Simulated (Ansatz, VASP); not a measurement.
# Be2S in VASP and in Ansatz

```
CELL_PARAMETERS angstrom
3.77021 0.00000 0.00000
-1.88511 3.26510 0.00000
0.00000 0.00000 3.37627
ATOMIC_POSITIONS crystal
Be 0.33333 0.66667 0.50000
Be 0.66667 0.33333 0.50000
S 0.00000 0.00000 0.00000
```

Change from the starting cell: species swapped into the LaCu2 type (P6/mmm, No. 191).

Alike in both runs: task relaxation of cell and atoms; functional PBE; k mesh 6 × 6 × 6; occupations gaussian, width 0.1 eV; no spin polarisation.

|  | VASP | Ansatz |
| --- | --- | --- |
| version | VASP 6.6.1 | Ansatz 0.2.0 |
| potentials or method | VASP PAW PBE potentials, release 64 (Be, S), cutoff 600 eV | scalar-relativistic, plane waves, PAW |
| valence electrons in the cell | 10 | 10 |

VASP gave:

| Property | Result |
| --- | --- |
| gap on the k mesh at the Fermi level, each at its own relaxed structure (eV) | none |
| relaxed volume (Å³/atom) | 11.75 |
| relaxed cell length with the largest relative difference (Å) | 3.185 |

Problem. What did Ansatz give for the same quantities?

Solution. gap on the k mesh at the Fermi level, each at its own relaxed structure (eV): none; relaxed volume (Å³/atom): 11.73; relaxed cell length with the largest relative difference (Å): 3.176.

A gap of «none» marks a metal or a gap that the smearing closes.

Noted on VASP's run: the volume moved by over 15 % at a fixed basis, so the end points are rough.
